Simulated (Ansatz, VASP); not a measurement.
# Ga in VASP and in Ansatz

```xyz
4
Lattice="3.0858 0.0000 0.0000 -1.5429 2.6723 0.0000 0.0000 0.0000 9.9522" Properties=species:S:1:pos:R:3 pbc="T T T"
Ga    0.0000    0.0000    0.0000
Ga    0.0000    0.0000    4.9761
Ga    0.0000    1.7816    7.4641
Ga    1.5429    0.8908    2.4880
```

Alike in both runs: task single point; functional r2SCAN; k mesh 6 × 6 × 2; occupations gaussian, width 0.1 eV; no spin polarisation.

```csv
,VASP,Ansatz
version,VASP 6.6.1,Ansatz 0.2.0
potentials or method,"VASP PAW PBE potentials, release 64 (Ga_d), cutoff 520 eV","scalar-relativistic, plane waves, PAW"
valence electrons in the cell,52,52
```

Ansatz gave:

| Property | Result |
| --- | --- |
| gap on the k mesh at the Fermi level (eV) | none |
| pressure (GPa) | -6.3 |
| traceless stress, the component that is largest in VASP (GPa) | 2.04 |

**Question.** Which values does VASP return?

**Answer.** gap on the k mesh at the Fermi level (eV): none; pressure (GPa): -6.3; traceless stress, the component that is largest in VASP (GPa): 2.03.

VASP's potentials were made for PBE, not for r2SCAN. A gap of «none» marks a metal or a gap that the smearing closes. The functional is the same, so the differences come from potentials, cutoffs and numerics.

The k mesh is coarse, so the values compare programs but aren't converged.
